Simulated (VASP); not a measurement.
# Ti3Al (pbe) (Fm-3m) in VASP: notebook

Runs on Ti3Al (pbe). Level: PBE. Tasks: single point, relaxation of cell and atoms.

Program: VASP 6.6.1. These are calculated values, not measurements. Logs are shortened: lines on timing, memory, paths and dates and some standing lists are left out, and cuts for length are marked.

### Step 1. The cell of the first run

It takes space group Fm-3m (No. 225, cubic). Conventional cell: a = 6.464 Å, b = 6.464 Å, c = 6.464 Å, α = 90.00°, β = 90.00°, γ = 90.00°. Within 3.7 Å of Ti (site symmetry -43m) lie 10 Ti at 2.80 to 3.23 Å and 4 Al at 2.80 Å. Ti (site symmetry m-3m) has 8 Ti at 2.80 Å and 6 Al at 3.23 Å within 3.7 Å. Al (site symmetry m-3m) has 14 Ti at 2.80 to 3.23 Å within 3.7 Å.

### Step 2. Single point, PBE

File INCAR:

```
SYSTEM = Ti3Al
  ALGO = Normal
  EDIFF = 1E-6
  ENCUT = 520
  GGA = PE
  ISIF = 2
  ISMEAR = 0
  LASPH = .TRUE.
  LCHARG = .FALSE.
  LREAL = .FALSE.
  LWAVE = .FALSE.
  NBANDS = 28
  NELM = 80
  PREC = Accurate
  SIGMA = 0.1
```

File KPOINTS:

```
k-points
0
G
  6 6 6
  0 0 0
```

File POSCAR:

```
Ti3Al
1.0
    0.0000000000      3.2317810000      3.2317810000
    3.2317810000      0.0000000000      3.2317810000
    3.2317810000      3.2317810000      0.0000000000
Ti Al
3 1
Direct
    0.7500000000      0.7500000000      0.7500000000
    0.2500000000      0.2500000000      0.2500000000
    0.0000000000      0.0000000000      0.0000000000
    0.5000000000      0.5000000000      0.5000000000
```

Potentials or basis: VASP PAW PBE potentials, release 64 (Ti_sv, Al).

Run with:

```
$ cat potpaw_PBE.64/Ti_sv/POTCAR potpaw_PBE.64/Al/POTCAR > POTCAR
$ mpirun -np 1 vasp_std > vasp.out
```

OUTCAR:

```text
SYSTEM = Ti3Al
   EDIFF = 1E-6
   ENCUT = 520
   GGA = PE
   ISIF = 2
   ISMEAR = 0
   LASPH = .TRUE.
   LREAL = .FALSE.
   NELM = 80
   PREC = Accurate

 ion  position               nearest neighbor table
   1  0.750  0.750  0.750-   4 2.80   4 2.80   4 2.80   3 2.80   4 2.80   3 2.80   3 2.80   3 2.80

   2  0.250  0.250  0.250-   3 2.80   3 2.80   3 2.80   3 2.80   4 2.80   4 2.80   4 2.80   4 2.80

   3  0.000  0.000  0.000-   1 2.80   1 2.80   1 2.80   1 2.80   2 2.80   2 2.80   2 2.80   2 2.80

   4  0.500  0.500  0.500-   2 2.80   2 2.80   2 2.80   1 2.80   2 2.80   1 2.80   1 2.80   1 2.80

  LATTYP: Found a face centered cubic cell.
 ALAT       =     6.4635620000

  Lattice vectors:

 A1 = (   0.0000000000,   3.2317810000,   3.2317810000)
 A2 = (   3.2317810000,   0.0000000000,   3.2317810000)
 A3 = (   3.2317810000,   3.2317810000,   0.0000000000)

Analysis of symmetry for initial positions (statically):
=====================================================================
 Subroutine PRICEL returns:
 Original cell was already a primitive cell.

 Routine SETGRP: Setting up the symmetry group for a
 face centered cubic supercell.

 Subroutine GETGRP returns: Found 48 space group operations
 (whereof 48 operations were pure point group operations)
 out of a pool of 48 trial point group operations.

The static configuration has the point symmetry O_h .

Analysis of symmetry for dynamics (positions and initial velocities):
=====================================================================
 Subroutine PRICEL returns:
 Original cell was already a primitive cell.

 Routine SETGRP: Setting up the symmetry group for a
 face centered cubic supercell.

 Subroutine GETGRP returns: Found 48 space group operations
 (whereof 48 operations were pure point group operations)
 out of a pool of 48 trial point group operations.

The dynamic configuration has the point symmetry O_h .

 Subroutine INISYM returns: Found 48 space group operations
 (whereof 48 operations are pure point group operations),
 and found     1 'primitive' translations

----------------------------------------------------------------------------------------

                                     Primitive cell

  volume of cell :      67.5081

  direct lattice vectors                    reciprocal lattice vectors
     0.000000000  3.231781000  3.231781000    -0.154713454  0.154713454  0.154713454
     3.231781000  0.000000000  3.231781000     0.154713454 -0.154713454  0.154713454
     3.231781000  3.231781000  0.000000000     0.154713454  0.154713454 -0.154713454

  length of vectors
     4.570428521  4.570428521  4.570428521     0.267971562  0.267971562  0.267971562

  position of ions in fractional coordinates (direct lattice)
     0.750000000  0.750000000  0.750000000
     0.250000000  0.250000000  0.250000000
     0.000000000  0.000000000  0.000000000
     0.500000000  0.500000000  0.500000000

  ion indices of the primitive-cell ions
   primitive index   ion index
                 1           1
                 2           2
                 3           3
                 4           4

----------------------------------------------------------------------------------------

 KPOINTS: k-points

Automatic generation of k-mesh.
 Grid dimensions read from file:
 generate k-points for:    6    6    6

 Generating k-lattice:

  Cartesian coordinates                     Fractional coordinates (reciprocal lattice)
    -0.025785576  0.025785576  0.025785576     0.166666667  0.000000000  0.000000000
     0.025785576 -0.025785576  0.025785576     0.000000000  0.166666667  0.000000000
     0.025785576  0.025785576 -0.025785576     0.000000000  0.000000000  0.166666667

  Length of vectors
     0.044661927  0.044661927  0.044661927

  Shift w.r.t. Gamma in fractional coordinates (k-lattice)
     0.000000000  0.000000000  0.000000000

 Subroutine IBZKPT returns following result:
 ===========================================

 Found     16 irreducible k-points:

 Following reciprocal coordinates:
            Coordinates               Weight
  0.000000  0.000000  0.000000      1.000000
  0.166667  0.000000  0.000000      8.000000
  0.333333  0.000000  0.000000      8.000000
  0.500000  0.000000  0.000000      4.000000
  0.166667  0.166667  0.000000      6.000000
  0.333333  0.166667  0.000000     24.000000
[... 8 lines left out ...]
 -0.333333  0.333333  0.166667     24.000000
 -0.333333  0.500000  0.166667     12.000000
   k-points           NKPTS =     16   k-points in BZ     NKDIM =     16   number of bands    NBANDS=     28
   number of dos      NEDOS =    301   number of ions     NIONS =      4
   total plane-waves  NPLWV =  46656
   dimension x,y,z NGX =    36 NGY =   36 NGZ =   36
   dimension x,y,z NGXF=    72 NGYF=   72 NGZF=   72
   ions per type =               3   1
   NGX,Y,Z   is equivalent  to a cutoff of  13.09, 13.09, 13.09 a.u.
   NGXF,Y,Z  is equivalent  to a cutoff of  26.19, 26.19, 26.19 a.u.
 SYSTEM =  Ti3Al
   PREC   = accura    normal or accurate (medium, high low for compatibility)
   ISTART =      0    job   : 0-new  1-cont  2-samecut
   ICHARG =      2    charge: 1-file 2-atom 10-const
   ISPIN  =      1    spin polarized calculation?
   LNONCOLLINEAR =      F non collinear calculations
   LSORBIT =      F    spin-orbit coupling
   LASPH  =      T    aspherical Exc in radial PAW
   ENCUT  =  520.0 eV  38.22 Ry    6.18 a.u.   8.50  8.50  8.50*2*pi/ulx,y,z
   NELM   =     80;   NELMIN=  2; NELMDL= -5     # of ELM steps
   EDIFF  = 0.1E-05   stopping-criterion for ELM
   LREAL  =      F    real-space projection
   EDIFFG = 0.1E-04   stopping-criterion for IOM
   NSW    =      0    number of steps for IOM
   IBRION =     -1    ionic relax: 0-MD 1-quasi-New 2-CG
   NFREE  =      0    steps in history (QN), initial steepest desc. (CG)
   ISIF   =      2    stress and relaxation
   ISYM   =      2    0-nonsym 1-usesym 2-fastsym
   POTIM  = 0.5000    time-step for ionic-motion
   TEBEG  =    0.0;   TEEND  =   0.0 temperature during run
   PSTRESS=    0.0 pullay stress
   NELECT =      39.0000    total number of electrons
   NUPDOWN=      -1.0000    fix difference up-down
   EMIN   =  10.00;   EMAX   =-10.00  energy-range for DOS
[... 5 lines left out ...]
     AMIX     =   0.40;   BMIX     =  1.00
     AMIX_MAG =   1.60;   BMIX_MAG =  1.00
  volume/ion in A,a.u.               =      16.88       113.89
  Fermi-wavevector in a.u.,A,eV,Ry     =   1.363466  2.576578 25.293784  1.859041
  Thomas-Fermi vector in A             =   2.489867
   LORBIT       =      0    0 simple, 1 ext, 2 COOP (PROOUT), +10 PAW based schemes
   GGA     = PE    functional components
   LHFCALC =     F    Hartree Fock is set to
   AEXX    =    0.0000 exact exchange contribution
   IVDW    =     0    specifies the selected vdW correction
   LEPSILON=     F    determine dielectric tensor
   LRPA    =     F    only Hartree local field effects (RPA)
 non-spin polarized calculation
 Gauss-broadening in eV      SIGMA  =   0.10
  energy-cutoff  :      520.00
  volume of cell :       67.51
 maximum number of plane-waves:      1853
 NGX is ok and might be reduce to    36
   NGX = 17   NGY = 17   NGZ = 17

 number of electron      39.0000007 magnetization

 Free energy of the ion-electron system (eV)
  ---------------------------------------------------
  ext. energy  EPLUGINS =         0.00000000
  ---------------------------------------------------
  free energy    TOTEN  =       -27.82738475 eV

  energy without entropy =      -27.78943339  energy(sigma->0) =      -27.80840907

 E-fermi :   8.0801     XC(G=0): -11.2534

 val. band max:        8.0657239643   @ k =   0.3333   0.1667   0.0000
 cond. band min:       8.1038679364   @ k =   0.0000   0.0000   0.0000
 fundamental gap:      0.0381439721
 Fermi energy:         8.0800548929

 k-point     1 :       0.0000    0.0000    0.0000
  band No.  band energies     occupation
      1     -48.5235      2.00000
      2     -48.4596      2.00000
      3     -48.2325      2.00000
      4     -24.8078      2.00000
      5     -24.8078      2.00000
      6     -24.8078      2.00000
[... 20 lines left out ...]
     27      11.1299      0.00000
     28      11.1299      0.00000

 k-point     2 :       0.1667    0.0000    0.0000
  band No.  band energies     occupation
      1     -48.5163      2.00000
      2     -48.4619      2.00000
      3     -48.2375      2.00000
      4     -24.8582      2.00000
      5     -24.8410      2.00000
      6     -24.8410      2.00000
[... 20 lines left out ...]
     27      11.1573      0.00000
     28      11.1573      0.00000

 k-point     3 :       0.3333    0.0000    0.0000
  band No.  band energies     occupation
      1     -48.4993      2.00000
      2     -48.4684      2.00000
      3     -48.2482      2.00000
      4     -24.8709      2.00000
      5     -24.8709      2.00000
      6     -24.8649      2.00000
[... 20 lines left out ...]
     27      10.9997      0.00000
     28      10.9997      0.00000

 k-point     4 :       0.5000    0.0000    0.0000
  band No.  band energies     occupation
      1     -48.4853      2.00000
      2     -48.4767      2.00000
      3     -48.2540      2.00000
      4     -24.8822      2.00000
      5     -24.8822      2.00000
      6     -24.8459      2.00000
[... 20 lines left out ...]
     27      10.8942      0.00000
     28      10.8943      0.00000

 k-point     5 :       0.1667    0.1667    0.0000
  band No.  band energies     occupation
      1     -48.5141      2.00000
      2     -48.4624      2.00000
      3     -48.2393      2.00000
      4     -24.8779      2.00000
      5     -24.8779      2.00000
      6     -24.8117      2.00000
[... 20 lines left out ...]
     27      11.1151      0.00000
     28      11.1944      0.00000

 k-point     6 :       0.3333    0.1667    0.0000
  band No.  band energies     occupation
      1     -48.5008      2.00000
      2     -48.4668      2.00000
      3     -48.2483      2.00000
      4     -24.9063      2.00000
      5     -24.9008      2.00000
      6     -24.8333      2.00000
[... 215 lines left out ...]
      5     -24.9666      2.00000
      6     -24.8286      2.00000
[... 20 lines left out ...]
     27      10.7198      0.00000
     28      11.0710      0.00000

 k-point    14 :       0.5000    0.3333    0.1667
  band No.  band energies     occupation
      1     -48.4888      2.00000
      2     -48.4709      2.00000
      3     -48.2563      2.00000
      4     -24.9406      2.00000
      5     -24.8971      2.00000
      6     -24.8449      2.00000
[... 20 lines left out ...]
     27      10.9625      0.00000
     28      11.1531      0.00000

 k-point    15 :      -0.3333    0.3333    0.1667
  band No.  band energies     occupation
      1     -48.4789      2.00000
      2     -48.4767      2.00000
      3     -48.2606      2.00000
      4     -24.9542      2.00000
      5     -24.8701      2.00000
      6     -24.8553      2.00000
[... 20 lines left out ...]
     27      10.7965      0.00000
     28      11.0131      0.00000

 k-point    16 :      -0.3333    0.5000    0.1667
  band No.  band energies     occupation
      1     -48.4795      2.00000
      2     -48.4737      2.00000
      3     -48.2629      2.00000
      4     -24.9721      2.00000
      5     -24.9129      2.00000
      6     -24.8213      2.00000
[... 20 lines left out ...]
     27      10.6500      0.00000
     28      10.8477      0.00000

------------------------ aborting loop because EDIFF is reached ----------------------------------------

  FORCE on cell =-STRESS in cart. coord.  units (eV):
  Direction    XX          YY          ZZ          XY          YZ          ZX
  --------------------------------------------------------------------------------------
  -------------------------------------------------------------------------------------
  Total       -0.5362145     -0.5362145     -0.5362145      0.0000000      0.0000000      0.0000000
  in kB      -12.7260414    -12.7260414    -12.7260414      0.0000000      0.0000000      0.0000000
  external PRESSURE =     -12.7260414 kB  Pullay stress =       0.0000000 kB

 VOLUME and BASIS-vectors are now :
 -----------------------------------------------------------------------------
  energy-cutoff  :      520.00
  volume of cell :       67.51
      direct lattice vectors                 reciprocal lattice vectors
     0.000000000  3.231781000  3.231781000    -0.154713454  0.154713454  0.154713454
     3.231781000  0.000000000  3.231781000     0.154713454 -0.154713454  0.154713454
     3.231781000  3.231781000  0.000000000     0.154713454  0.154713454 -0.154713454

 POSITION                                       TOTAL-FORCE (eV/Angst)
 -----------------------------------------------------------------------------------
      4.84767      4.84767      4.84767        -0.000000      0.000000     -0.000000
      1.61589      1.61589      1.61589         0.000000     -0.000000      0.000000
      0.00000      0.00000      0.00000        -0.000000     -0.000000      0.000000
      3.23178      3.23178      3.23178        -0.000000     -0.000000      0.000000
 -----------------------------------------------------------------------------------
    total drift:                                0.000000      0.000000      0.000000

  FREE ENERGIE OF THE ION-ELECTRON SYSTEM (eV)
  ---------------------------------------------------
  free  energy   TOTEN  =       -27.8273847494 eV

  energy  without entropy=      -27.7894333925  energy(sigma->0) =      -27.80840907
```

It took 21 s on 1 thread of Intel Xeon 6975P-C (Granite Rapids), shared host; peak memory 0.2 GiB.

What came out:

```yaml
Free_energy: -27.8274 eV
Pressure: -1.3 GPa
```

### Step 3. Single point, PBE

This run uses another cell than the first one, of 16.72 Å³/atom, 0.991 times its volume.

File INCAR:

```
SYSTEM = Ti3Al
PREC = Accurate
ENCUT = 520
EDIFF = 1E-6
ISMEAR = 0
SIGMA = 0.1
LREAL = .FALSE.
LASPH = .TRUE.
NELM = 80
ALGO = Fast
ISIF = 2
LWAVE = .FALSE.
LCHARG = .TRUE.
GGA = PE
LELF = .TRUE.
LVHAR = .TRUE.
NBANDS = 28
```

File KPOINTS:

```
Automatic mesh
0
G
  12 12 12
  0 0 0
```

File POSCAR:

```
Ti3Al
1.0
    0.0000000000      3.2217447044      3.2217447044
    3.2217447044      0.0000000000      3.2217447044
    3.2217447044      3.2217447044      0.0000000000
Ti Al
3 1
Direct
    0.7500000000      0.7500000000      0.7500000000
    0.2500000000      0.2500000000      0.2500000000
    0.0000000000      0.0000000000      0.0000000000
    0.5000000000      0.5000000000      0.5000000000
```

Potentials or basis: VASP PAW PBE potentials, release 64 (Ti_sv, Al).

Run with:

```
$ cat potpaw_PBE.64/Ti_sv/POTCAR potpaw_PBE.64/Al/POTCAR > POTCAR
$ mpirun -np 1 vasp_std > vasp.out
```

It took 3.5 min on 1 thread of Intel Xeon 6975P-C (Granite Rapids), shared host; peak memory 0.27 GiB.

It converged, with:

| Property | Result |
| --- | --- |
| Free energy | -27.8216 eV |
| Pressure | -0.1 GPa |

Levels at points of the mesh, in eV from the Fermi level:
```
           k point  band 16  band 17  band 18  band 19  band 20  band 21  band 22  band 23
(0.00, 0.00, 0.00)    -1.70    -1.64    -1.64     0.02     0.02     0.02     2.27     2.27
(0.50, 0.00, 0.00)    -1.87    -0.37    -0.30    -0.30    -0.05    -0.05     0.80     1.02
(0.50, 0.50, 0.00)    -1.93    -0.62    -0.62    -0.11    -0.09    -0.09     1.15     1.22
```

### Step 4. Relaxation of cell and atoms, PBE

File INCAR:

```
SYSTEM = Ti3Al
PREC = Accurate
ENCUT = 600
EDIFF = 1E-6
ISMEAR = 0
SIGMA = 0.1
LREAL = .FALSE.
LASPH = .TRUE.
NELM = 60
ALGO = Fast
ISIF = 3
LWAVE = .FALSE.
LCHARG = .FALSE.
GGA = PE
IBRION = 2
NSW = 100
EDIFFG = -0.002
```

File KPOINTS:

```
regular mesh
0
G
  12 12 12
  0 0 0
```

File POSCAR:

```
Ti3Al
1.0
    0.0000000000      3.2317810000      3.2317810000
    3.2317810000      0.0000000000      3.2317810000
    3.2317810000      3.2317810000      0.0000000000
Ti Al
3 1
Direct
    0.7500000000      0.7500000000      0.7500000000
    0.2500000000      0.2500000000      0.2500000000
    0.0000000000      0.0000000000      0.0000000000
    0.5000000000      0.5000000000      0.5000000000
```

Run with:

```
$ cat potpaw_PBE.64/Ti_sv/POTCAR potpaw_PBE.64/Al/POTCAR > POTCAR
$ mpirun -np 1 vasp_std > vasp.out
```

Run time: 12 min. Hardware: 1 thread of Intel Xeon 6975P-C (Granite Rapids), shared host; peak memory 0.34 GiB.

Results (log left out):

```yaml
Free_energy: -27.8218 eV
Relaxed_volume: 16.70 Å³/atom
Relaxed_cell: a = 4.555 Å, b = 4.555 Å, c = 4.555 Å, α = 60.00°, β = 60.00°, γ = 60.00°
Space_group_after_relaxing_to_0.05_Å: Fm-3m (No. 225)
Energy_gained_by_relaxing: 0.7 meV/atom
Ionic_steps: 5
Pressure_after_relaxing: 0.0 GPa
```

Step by step:
```csv
step,energy change (eV),largest force (eV/Å),pressure (GPa),volume (Å³)
1,0.0000,0.0000,-1.17,67.51
2,-0.0014,0.0000,0.81,66.31
3,-0.0027,0.0000,-0.03,66.79
4,-0.0027,0.0000,0.05,66.77
5,-0.0027,0.0000,-0.02,66.82
```

Final structure:
```yaml
crystal:
  lattice:
    - [0.00000, 3.22075, 3.22075]
    - [3.22075, 0.00000, 3.22075]
    - [3.22075, 3.22075, 0.00000]
  atoms:
    - { symbol: Ti, position: [0.75000, 0.75000, 0.75000] }
    - { symbol: Ti, position: [0.25000, 0.25000, 0.25000] }
    - { symbol: Ti, position: [0.00000, 0.00000, 0.00000] }
    - { symbol: Al, position: [0.50000, 0.50000, 0.50000] }
```

Levels at points of the mesh, in eV from the Fermi level:
| k point | band 17 | band 18 | band 19 | band 20 | band 21 | band 22 |
| --- | --- | --- | --- | --- | --- | --- |
| (0.00, 0.00, 0.00) | -1.65 | -1.65 | 0.02 | 0.02 | 0.02 | 2.28 |
| (0.50, 0.00, 0.00) | -0.37 | -0.30 | -0.30 | -0.05 | -0.05 | 0.80 |
| (0.50, 0.50, 0.00) | -0.62 | -0.62 | -0.11 | -0.09 | -0.09 | 1.15 |

### Step 5. Summary

| task | cell | k mesh | cutoff (eV) | gap on the mesh (eV) | pressure (GPa) |
| --- | --- | --- | --- | --- | --- |
| single point | a = 4.570 Å, angles 60.0°, 4 atoms | 6 × 6 × 6 | 520 | none | -1.3 |
| single point | a = 4.556 Å, angles 60.0°, 4 atoms | 12 × 12 × 12 | 520 | none | -0.1 |
| relaxation of cell and atoms | relaxed from a = 4.570 Å, angles 60.0°, 4 atoms | 12 × 12 × 12 | 600 | none | 0.0 |

Alike in all rows: level PBE; potentials or basis VASP PAW PBE potentials, release 64 (Ti_sv, Al); no spin polarisation; smearing gaussian 0.1 eV.

Total energies depend on the potentials used, so only differences within one code and one set of settings carry meaning.
